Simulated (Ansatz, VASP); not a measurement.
# Two plane-wave programs on Se

File INCAR:

```
PREC = Accurate
ENCUT = 520
EDIFF = 1E-7
ISMEAR = -1
SIGMA = 0.1
LREAL = False
LASPH = True
NELM = 100
ALGO = Normal
ISIF = 2
LWAVE = False
LCHARG = False
GGA = B5
ALDAX = 1.0
AGGAX = 1.0
AGGAC = 1.0
ALDAC = 0.0
NBANDS = 9
```

KPOINTS

```
Automatic mesh
0
Gamma
  14 14 14
```

Contents of POSCAR:

```
Se
1.0
    0.0000000000      2.2247169842      2.2247169842
    2.2247169842      0.0000000000      2.2247169842
    2.2247169842      2.2247169842      0.0000000000
Se
1
Direct
    0.0000000000      0.0000000000      0.0000000000
```

Input for Ansatz:

```yaml
crystal:
  lattice:
    - [0.0, 2.2247169842, 2.2247169842]
    - [2.2247169842, 0.0, 2.2247169842]
    - [2.2247169842, 2.2247169842, 0.0]
  atoms:
    - { symbol: Se, position: [0.0, 0.0, 0.0] }
hamiltonian:
  xc: blyp
  pseudopotentials:
    kind: paw
    azcp:
      Se: "pseudopotentials/Se.paw.azcp"
basis:
  ecutwfc: 420
  fft_grid_basis: typed
kpoints:
  mp_grid: { grid: [14, 14, 14], shift: [0, 0, 0] }
magnetization:
  spin_polarized: false
scf:
  occupations: { method: fermi_dirac, width: 0.1 }
  lower_state_search: "off"
output:
  stress: true
```

Alike in both runs: task single point; functional BLYP; k mesh 14 × 14 × 14; occupations fermi-dirac, width 0.1 eV; no spin polarisation.

|  | VASP | Ansatz |
| --- | --- | --- |
| version | VASP 6.6.1 | Ansatz 0.2.0 |
| potentials or method | VASP PAW PBE potentials, release 64 (Se), cutoff 520 eV | plane waves (420 eV) with PAW, scalar-relativistic |
| valence electrons in the cell | 6 | 16 |

```tsv
	VASP	Ansatz	Ansatz less VASP
pressure (GPa)	2.4	2.3	-0.14
```

VASP's potentials were made for PBE, not for BLYP. VASP's potentials hold 6 valence electrons a cell and Ansatz's 16, so a difference there can come from the potentials and not from the codes.
